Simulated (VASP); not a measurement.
Input of a VASP 6.6.1 run:

The input INCAR:

```
SYSTEM = Si2Mo
ALGO = Normal ; EDIFF = 1E-7
ENCUT = 520 ; GGA = PE
ISIF = 2 ; ISMEAR = -1
LASPH = .True. ; LCHARG = .False.
LREAL = .False. ; LWAVE = .False.
NBANDS = 18 ; NELM = 100
PREC = Accurate ; SIGMA = 0.05
```

File KPOINTS:

```
k-points
0
Gamma
  20 20 20
  0 0 0
```

POSCAR

```
Si2Mo
1.0
   -1.6105963353      1.6105963353      3.9565305599
    1.6105963353     -1.6105963353      3.9565305599
    1.6105963353      1.6105963353     -3.9565305599
Si Mo
2 1
Direct
    0.3352150446      0.3352150446      0.0000000000
    0.6647849554      0.6647849554      0.0000000000
    0.0000000000      0.0000000000      0.0000000000
```

Potentials or basis: VASP PAW PBE potentials, release 64 (Si, Mo_sv).

The run is started by

```console
$ cat potpaw_PBE.64/Si/POTCAR potpaw_PBE.64/Mo_sv/POTCAR > POTCAR
$ mpirun -np 1 vasp_std > vasp.out
```

Question: What does it give for the largest force?

Answer: 0.004 eV/Å.

Question: Estimate the band gap on the k mesh.

Answer: Zero (bands 11 and 12 overlap by 0.93 eV).

Forces in eV/Å, atoms in the order of the input:
```
Si   0.000  0.000  0.004
Si   0.000  0.000 -0.004
Mo   0.000  0.000  0.000
```
